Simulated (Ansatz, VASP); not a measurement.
**One calculation of CsBr, two programs**

```
Cs Br
1.0
     4.24017    0.00000    0.00000
     0.00000    4.24017    0.00000
     0.00000    0.00000    4.24017
Cs Br
1 1
Direct
  0.00000 0.00000 0.00000
  0.50000 0.50000 0.50000
```

Alike in both runs: functional PBEsol; k mesh 10 × 10 × 10; occupations fermi-dirac, width 0.08 eV; no spin polarisation.

Ansatz relaxed the structure, and its values are those at the end. VASP's run is a single point on that final structure, the one shown.

|  | VASP | Ansatz |
| --- | --- | --- |
| version | VASP 6.6.1 | Ansatz 0.2.0 |
| potentials or method | VASP PAW PBE potentials, release 64 (Cs_sv, Br) | PAW with Ansatz's default frozen-core files, scalar-relativistic |
| plane-wave cutoff (eV) | 500 | 420 |
| valence electrons in the cell | 16 | 16 |

Ansatz gave:

* gap on the k mesh at the Fermi level (eV): 4.45
* pressure (GPa): 0.0

Which values does VASP return?

gap on the k mesh at the Fermi level (eV): 4.44; pressure (GPa): 0.1.

VASP's potentials were made for PBE, not for PBEsol.

Spin-orbit coupling is off throughout.
